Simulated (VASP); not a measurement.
# InRu3 (Fm-3m) in VASP: notebook, part 2 of 2

VASP 6.6.1. The steps go on from the part before.

## (3) Relaxation of cell and atoms, PBE

This run uses another cell than the first one, of 15.52 Å³/atom, 0.776 times its volume.

Contents of INCAR:

```
PREC = Accurate ; ENCUT = 600
EDIFF = 1E-6 ; ISMEAR = 0
SIGMA = 0.1 ; LREAL = False
LASPH = True ; NELM = 80
ALGO = Normal ; ISIF = 3
LWAVE = False ; LCHARG = False
GGA = PE ; IBRION = 2
NSW = 90 ; EDIFFG = -0.04
```

Contents of KPOINTS:

```
Automatic mesh
0
Gamma
  6 6 6
```

Contents of POSCAR:

```
InRu3
1.0
    0.0000000000      3.1425232198      3.1425232198
    3.1425232198      0.0000000000      3.1425232198
    3.1425232198      3.1425232198      0.0000000000
In Ru
1 3
Direct
    0.0000000000      0.0000000000      0.0000000000
    0.2500000000      0.2500000000      0.2500000000
    0.7500000000      0.7500000000      0.7500000000
    0.5000000000      0.5000000000      0.5000000000
```

Potentials or basis: VASP PAW PBE potentials, release 64 (In_d, Ru_pv).

On the command line:

```bash
> cat potpaw_PBE.64/In_d/POTCAR potpaw_PBE.64/Ru_pv/POTCAR > POTCAR
> mpirun -np 1 vasp_std > vasp.out
```

OUTCAR:

```text
PREC = Accurate
   ENCUT = 600
   EDIFF = 1E-6
   ISMEAR = 0
   LREAL = False
   LASPH = True
   NELM = 80
   ISIF = 3
   GGA = PE
   IBRION = 2
   NSW = 90
   EDIFFG = -0.04

 ion  position               nearest neighbor table
   1  0.000  0.000  0.000-   3 2.72   3 2.72   3 2.72   2 2.72   2 2.72   2 2.72   3 2.72   2 2.72
                             4 3.14   4 3.14   4 3.14   4 3.14   4 3.14   4 3.14
   2  0.250  0.250  0.250-   1 2.72   1 2.72   1 2.72   4 2.72   4 2.72   4 2.72   4 2.72   1 2.72
                             3 3.14   3 3.14   3 3.14   3 3.14   3 3.14   3 3.14
   3  0.750  0.750  0.750-   4 2.72   4 2.72   4 2.72   1 2.72   1 2.72   1 2.72   4 2.72   1 2.72
                             2 3.14   2 3.14   2 3.14   2 3.14   2 3.14   2 3.14
   4  0.500  0.500  0.500-   2 2.72   2 2.72   2 2.72   3 2.72   3 2.72   3 2.72   3 2.72   2 2.72
[... 188 lines left out ...]
  -------------------------------------------------------------------------------------
  Total       -0.1722239     -0.1722239     -0.1722239      0.0000000      0.0000000      0.0000000
  in kB       -4.4456826     -4.4456826     -4.4456826      0.0000000      0.0000000      0.0000000
  external PRESSURE =      -4.4456826 kB  Pullay stress =       0.0000000 kB
[... 63 lines left out ...]
--------------------------------------- Ionic step        3  -------------------------------------------

 number of electron      54.9999995 magnetization

 Free energy of the ion-electron system (eV)
  ---------------------------------------------------
  ext. energy  EPLUGINS =         0.00000000
  ---------------------------------------------------
  free energy    TOTEN  =       -28.60936159 eV

  energy without entropy =      -28.57957800  energy(sigma->0) =      -28.59446979

 E-fermi :  11.5256     XC(G=0): -13.2119

 val. band max:       11.5144904775   @ k =   0.5000   0.5000   0.0000
 cond. band min:      11.5333541379   @ k =   0.3333   0.0000   0.0000
 fundamental gap:      0.0188636605
 Fermi energy:        11.5255836191

 k-point     1 :       0.0000    0.0000    0.0000
  band No.  band energies     occupation
      1     -31.3084      2.00000
      2     -31.3084      2.00000
      3     -31.3084      2.00000
      4     -31.0813      2.00000
      5     -31.0813      2.00000
      6     -31.0813      2.00000
[... 596 lines left out ...]
  FREE ENERGIE OF THE ION-ELECTRON SYSTEM (eV)
  ---------------------------------------------------
  free  energy   TOTEN  =       -28.6093615903 eV

  energy  without entropy=      -28.5795779991  energy(sigma->0) =      -28.59446979

 reached required accuracy - stopping structural energy minimisation
```

CONTCAR:

```text
InRu3
   1.00000000000000
     0.0000000000000000    3.1403541399690917    3.1403541399690917
     3.1403541399690917    0.0000000000000000    3.1403541399690917
     3.1403541399690917    3.1403541399690917    0.0000000000000000
  In              Ru
     1     3
Direct
     0.0000000000000000    0.0000000000000000    0.0000000000000000
     0.2500000000000000    0.2500000000000000    0.2500000000000000
     0.7500000000000000    0.7500000000000000    0.7500000000000000
     0.5000000000000000    0.5000000000000000    0.5000000000000000

  0.00000000E+00  0.00000000E+00  0.00000000E+00
  0.00000000E+00  0.00000000E+00  0.00000000E+00
  0.00000000E+00  0.00000000E+00  0.00000000E+00
  0.00000000E+00  0.00000000E+00  0.00000000E+00
```

Wall time 71 s (1 thread of Intel Xeon Platinum 8488C (Sapphire Rapids), shared host); peak memory 0.22 GiB.

Results:

```yaml
Free_energy: -28.6094 eV
Relaxed_volume: 15.48 Å³/atom
Relaxed_cell: a = 4.441 Å, b = 4.441 Å, c = 4.441 Å, α = 60.00°, β = 60.00°, γ = 60.00°
Space_group_after_relaxing_to_0.05_Å: Fm-3m (No. 225)
Energy_gained_by_relaxing: 0.0 meV/atom
Ionic_steps: 3
Pressure_after_relaxing: 0.0 GPa
```

The path:
```tsv
step	energy change (eV)	largest force (eV/Å)	pressure (GPa)	volume (Å³)
1	0.0000	0.0000	-0.44	62.07
2	0.0006	0.0000	0.92	61.68
3	-0.0002	0.0000	0.01	61.94
```

Final structure:
```yaml
crystal:
  lattice:
    - [0.00000, 3.14035, 3.14035]
    - [3.14035, 0.00000, 3.14035]
    - [3.14035, 3.14035, 0.00000]
  atoms:
    - { symbol: In, position: [0.00000, 0.00000, 0.00000] }
    - { symbol: Ru, position: [0.25000, 0.25000, 0.25000] }
    - { symbol: Ru, position: [0.75000, 0.75000, 0.75000] }
    - { symbol: Ru, position: [0.50000, 0.50000, 0.50000] }
```

Caveat: spin-orbit coupling is left out, which moves the levels of the heavy elements.

## (4) Single point, PBE, collinear spin, ferromagnetic start

This run uses another cell than the first one, of 15.49 Å³/atom, 0.775 times its volume.

Contents of INCAR:

```
PREC     = Accurate       # precision mode
ENCUT    = 520            # plane-wave cutoff, eV
EDIFF    = 1E-6           # SCF threshold, eV
ISMEAR   = 0              # smearing method
SIGMA    = 0.1            # smearing width, eV
LREAL    = F              # projectors in reciprocal space
LASPH    = T              # aspherical terms in the spheres
NELM     = 150            # most SCF steps
ALGO     = Fast           # electronic algorithm
ISIF     = 2              # what is computed and relaxed
LWAVE    = F              # write WAVECAR
LCHARG   = F              # write CHGCAR
ISPIN    = 2              # spin polarisation
MAGMOM   = 0 1 1 1        # initial moments
LORBIT   = 11             # projections on sites
LMAXMIX  = 4              # l up to which the mixer works
GGA      = PE             # functional
NBANDS   = 40             # bands
```

Contents of KPOINTS:

```
regular mesh
0
Gamma
  6 6 6
```

Contents of POSCAR:

```
InRu3
1.0
    0.0000000000      3.1403930200      3.1403930200
    3.1403930200      0.0000000000      3.1403930200
    3.1403930200      3.1403930200      0.0000000000
In Ru
1 3
Direct
    0.0000000000      0.0000000000      0.0000000000
    0.2500000000      0.2500000000      0.2500000000
    0.7500000000      0.7500000000      0.7500000000
    0.5000000000      0.5000000000      0.5000000000
```

Potentials or basis: VASP PAW PBE potentials, release 64 (In_d, Ru_pv).

On the command line:

```bash
> cat potpaw_PBE.64/In_d/POTCAR potpaw_PBE.64/Ru_pv/POTCAR > POTCAR
> mpirun -np 1 vasp_std > vasp.out
```

OUTCAR:

```text
PREC = Accurate
   ENCUT = 520
   EDIFF = 1E-6
   ISMEAR = 0
   LREAL = F
   LASPH = T
   NELM = 150
   ISIF = 2
   ISPIN = 2
   LORBIT = 11
   GGA = PE

 ion  position               nearest neighbor table
   1  0.000  0.000  0.000-   2 2.72   3 2.72   3 2.72   3 2.72   3 2.72   2 2.72   2 2.72   2 2.72
                             4 3.14   4 3.14   4 3.14   4 3.14   4 3.14   4 3.14
   2  0.250  0.250  0.250-   1 2.72   4 2.72   1 2.72   1 2.72   1 2.72   4 2.72   4 2.72   4 2.72
                             3 3.14   3 3.14   3 3.14   3 3.14   3 3.14   3 3.14
   3  0.750  0.750  0.750-   1 2.72   4 2.72   4 2.72   4 2.72   4 2.72   1 2.72   1 2.72   1 2.72
                             2 3.14   2 3.14   2 3.14   2 3.14   2 3.14   2 3.14
   4  0.500  0.500  0.500-   2 2.72   3 2.72   2 2.72   2 2.72   2 2.72   3 2.72   3 2.72   3 2.72
                             1 3.14   1 3.14   1 3.14   1 3.14   1 3.14   1 3.14

  LATTYP: Found a face centered cubic cell.
 ALAT       =     6.2807860400

  Lattice vectors:

 A1 = (   0.0000000000,   3.1403930200,   3.1403930200)
 A2 = (   3.1403930200,   0.0000000000,   3.1403930200)
 A3 = (   3.1403930200,   3.1403930200,   0.0000000000)

Analysis of symmetry for initial positions (statically):
=====================================================================
 Subroutine PRICEL returns:
 Original cell was already a primitive cell.

 Routine SETGRP: Setting up the symmetry group for a
 face centered cubic supercell.

 Subroutine GETGRP returns: Found 48 space group operations
 (whereof 48 operations were pure point group operations)
 out of a pool of 48 trial point group operations.

The static configuration has the point symmetry O_h .

Analysis of symmetry for dynamics (positions and initial velocities):
=====================================================================
 Subroutine PRICEL returns:
 Original cell was already a primitive cell.

 Routine SETGRP: Setting up the symmetry group for a
 face centered cubic supercell.

 Subroutine GETGRP returns: Found 48 space group operations
 (whereof 48 operations were pure point group operations)
 out of a pool of 48 trial point group operations.
[... 164 lines left out ...]
 fundamental gap:      0.0311151426
 Fermi energy:        11.6036184969

 spin component 1

 k-point     1 :       0.0000    0.0000    0.0000
  band No.  band energies     occupation
      1     -31.7444      1.00000
      2     -31.7444      1.00000
      3     -31.7444      1.00000
      4     -31.1344      1.00000
      5     -31.1344      1.00000
      6     -31.1344      1.00000
[... 661 lines left out ...]
     38      22.6469      0.00000
     39      24.5320      0.00000
 Fermi energy:        11.6036184969

 spin component 2

 k-point     1 :       0.0000    0.0000    0.0000
  band No.  band energies     occupation
      1     -31.0426      1.00000
      2     -31.0426      1.00000
      3     -31.0426      1.00000
      4     -30.9729      1.00000
      5     -30.9729      1.00000
      6     -30.9729      1.00000
[... 661 lines left out ...]
     38      24.6684      0.00000
     39      24.6840      0.00000
 [bands above 39 left out]

------------------------ aborting loop because EDIFF is reached ----------------------------------------

  FORCE on cell =-STRESS in cart. coord.  units (eV):
  Direction    XX          YY          ZZ          XY          YZ          ZX
  --------------------------------------------------------------------------------------
  -------------------------------------------------------------------------------------
  Total        0.4564178      0.4564178      0.4564178      0.0000000      0.0000000     -0.0000000
  in kB       11.8056829     11.8056829     11.8056829      0.0000000      0.0000000     -0.0000000
  external PRESSURE =      11.8056829 kB  Pullay stress =       0.0000000 kB

 VOLUME and BASIS-vectors are now :
 -----------------------------------------------------------------------------
  energy-cutoff  :      520.00
  volume of cell :       61.94
      direct lattice vectors                 reciprocal lattice vectors
     0.000000000  3.140393020  3.140393020    -0.159215740  0.159215740  0.159215740
     3.140393020  0.000000000  3.140393020     0.159215740 -0.159215740  0.159215740
     3.140393020  3.140393020  0.000000000     0.159215740  0.159215740 -0.159215740

 POSITION                                       TOTAL-FORCE (eV/Angst)
 -----------------------------------------------------------------------------------
      0.00000      0.00000      0.00000         0.000000     -0.000000     -0.000000
      1.57020      1.57020      1.57020        -0.000000      0.000000      0.000000
      4.71059      4.71059      4.71059        -0.000000     -0.000000     -0.000000
      3.14039      3.14039      3.14039         0.000000     -0.000000     -0.000000
 -----------------------------------------------------------------------------------
    total drift:                                0.000000      0.000000      0.000000

  FREE ENERGIE OF THE ION-ELECTRON SYSTEM (eV)
  ---------------------------------------------------
  free  energy   TOTEN  =       -28.6820009443 eV

  energy  without entropy=      -28.6547934177  energy(sigma->0) =      -28.66839718

 total charge

# of ion       s       p       d       tot
------------------------------------------
    1        0.862   0.894   9.946  11.702
    2        0.315   6.221   6.034  12.570
    3        0.315   6.221   6.034  12.570
    4        0.358   6.242   5.868  12.468
--------------------------------------------------
tot          1.850  19.578  27.881  49.310

 magnetization (x)

# of ion       s       p       d       tot
------------------------------------------
    1        0.014  -0.002  -0.002   0.010
    2       -0.003  -0.001   0.202   0.198
    3       -0.003  -0.001   0.202   0.198
    4        0.007   0.005   1.089   1.101
--------------------------------------------------
tot          0.016   0.001   1.491   1.507
```

stdout:

```text
POSCAR found type information on POSCAR InRu
 POSCAR found :  2 types and       4 ions
 scaLAPACK will be used
 LDA part: xc-table for (Slater+PW92), standard interpolation
 POSCAR, INCAR and KPOINTS ok, starting setup
 FFT: planning ... GRIDC
 FFT: planning ... GRID_SOFT
 FFT: planning ... GRID
 WAVECAR not read
 entering main loop
WARNING in EDDRMM: call to ZHEGV failed, returncode =   8  4     38
```

It took 86 s on 1 thread of Intel Xeon Platinum 8488C (Sapphire Rapids), shared host; peak memory 0.26 GiB.

Results:

```yaml
Free_energy: -28.6820 eV
Pressure: 1.2 GPa
Net_moment: 1.55 μB per cell
Site_moments: In +0.01; Ru +0.20, +1.10 μB
Valence_electrons_inside_the_program's_atomic_spheres: In 11.70; Ru 12.57, 12.47
```

Levels at points of the mesh, in eV from the Fermi level:
Spin up:
```tsv
k point	band 26	band 27	band 28	band 29	band 30	band 31
(0.00, 0.00, 0.00)	0.04	0.04	0.04	0.32	0.32	4.22
(0.50, 0.00, 0.00)	-1.15	-0.48	-0.48	-0.04	-0.04	0.59
(0.50, 0.50, 0.00)	-0.64	-0.46	-0.46	-0.45	0.25	0.63
```
Spin down:
| k point | band 24 | band 25 | band 26 | band 27 | band 28 | band 29 |
| --- | --- | --- | --- | --- | --- | --- |
| (0.00, 0.00, 0.00) | 0.21 | 0.21 | 0.21 | 0.49 | 0.49 | 0.56 |
| (0.50, 0.00, 0.00) | -1.46 | -1.46 | -1.06 | 0.21 | 0.21 | 0.42 |
| (0.50, 0.50, 0.00) | -1.17 | -0.57 | -0.40 | -0.40 | -0.08 | 0.40 |

Caveat: spin-orbit coupling is left out, which moves the levels of the heavy elements.

## (5) The runs side by side

| task | spin | cell | k mesh | cutoff (eV) | gap on the mesh (eV) | pressure (GPa) | relaxed volume (Å³/atom) |
| --- | --- | --- | --- | --- | --- | --- | --- |
| relaxation of cell and atoms | off | relaxed from a = 4.836 Å, angles 60.0°, 4 atoms | 4 × 4 × 4 | 600 | none | 0.0 | 15.52 |
| relaxation of cell and atoms | off | relaxed from a = 4.444 Å, angles 60.0°, 4 atoms | 6 × 6 × 6 | 600 | none | 0.0 | 15.48 |
| single point | collinear, ferromagnetic start | a = 4.441 Å, angles 60.0°, 4 atoms | 6 × 6 × 6 | 520 | none | 1.2 | - |

Alike in all rows: level PBE; potentials or basis VASP PAW PBE potentials, release 64 (In_d, Ru_pv); smearing gaussian 0.1 eV.

Caveats: some runs use coarse meshes; spin-orbit coupling is left out, which moves the levels of the heavy elements; the volume moved by over 15 % at a fixed basis, so the end points are rough (some runs).

Absolute energies hang on the potentials; compare differences alone.
